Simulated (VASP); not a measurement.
**TiO2: single point with PBEsol**

The system is TiO2.

```
Ti O
1.0
     4.55939    0.00000    0.00000
     0.00000    4.55939    0.00000
     0.00000    0.00000    2.92959
Ti O
2 4
Direct
  0.00000 0.00000 0.00000
  0.50000 0.50000 0.50000
  0.30385 0.30385 0.00000
  0.19615 0.80385 0.50000
  0.69615 0.69615 0.00000
  0.80385 0.19615 0.50000
```

* Program: VASP 6.6.1
* Task: single point
* Functional: PBEsol
* Potentials or basis: VASP PAW PBE potentials, release 64 (Ti_sv, O)
* Cutoff: 520 eV
* k mesh: 6 × 6 × 8
* Occupations: gaussian, width 0.01 eV
* Spin: no spin polarisation
* Dipole correction: no
* Further INCAR settings: ALGO = Normal; EDIFF = 1e-06; NBANDS = 33

```json
{"Pressure": "4.7 GPa", "Largest force": "0.023 eV/Å", "Band gap on the k mesh": "1.85 eV"}
```

Forces on the atoms (eV/Å):
```
Ti   0.000  0.000  0.000
Ti   0.000  0.000  0.000
O   -0.016 -0.016  0.000
O    0.016 -0.016  0.000
O    0.016  0.016  0.000
O   -0.016  0.016  0.000
```

Stress tensor (GPa, compression positive):
```
4.61 0.00 0.00
0.00 4.61 0.00
0.00 0.00 4.89
```

Levels at points of the mesh, in eV from the valence-band top:
| k point | band 20 | band 21 | band 22 | band 23 | band 24 | band 25 | band 26 | band 27 | band 28 | band 29 |
| --- | --- | --- | --- | --- | --- | --- | --- | --- | --- | --- |
| (0.00, 0.00, 0.00) | -2.03 | -0.71 | -0.47 | -0.47 | 0.00 | 1.85 | 2.13 | 2.43 | 2.54 | 2.54 |
| (0.50, 0.00, 0.00) | -3.16 | -1.69 | -1.69 | -0.78 | -0.78 | 2.55 | 2.55 | 3.11 | 3.11 | 3.66 |
| (0.50, 0.50, 0.00) | -2.31 | -1.33 | -1.33 | -1.11 | -1.11 | 1.89 | 1.89 | 2.56 | 2.56 | 3.95 |
| (0.00, 0.00, 0.50) | -2.84 | -2.53 | -2.53 | -1.47 | -1.47 | 3.05 | 3.05 | 3.27 | 3.27 | 3.75 |
| (0.50, 0.00, 0.50) | -2.44 | -2.13 | -2.13 | -1.10 | -1.10 | 1.90 | 1.90 | 3.30 | 3.30 | 4.02 |
| (0.50, 0.50, 0.50) | -2.81 | -1.37 | -1.37 | -0.68 | -0.68 | 2.64 | 2.64 | 3.25 | 3.25 | 3.32 |

Wall time 35 s on 1 thread of Intel(R) Xeon(R) 6975P-C (Granite Rapids), on a shared host, peak memory 0.22 GiB.

Caveat: the cell stands under pressure; the PAW data sets were made with another functional, which shifts forces and pressure a little. A k mesh can miss the band edges.
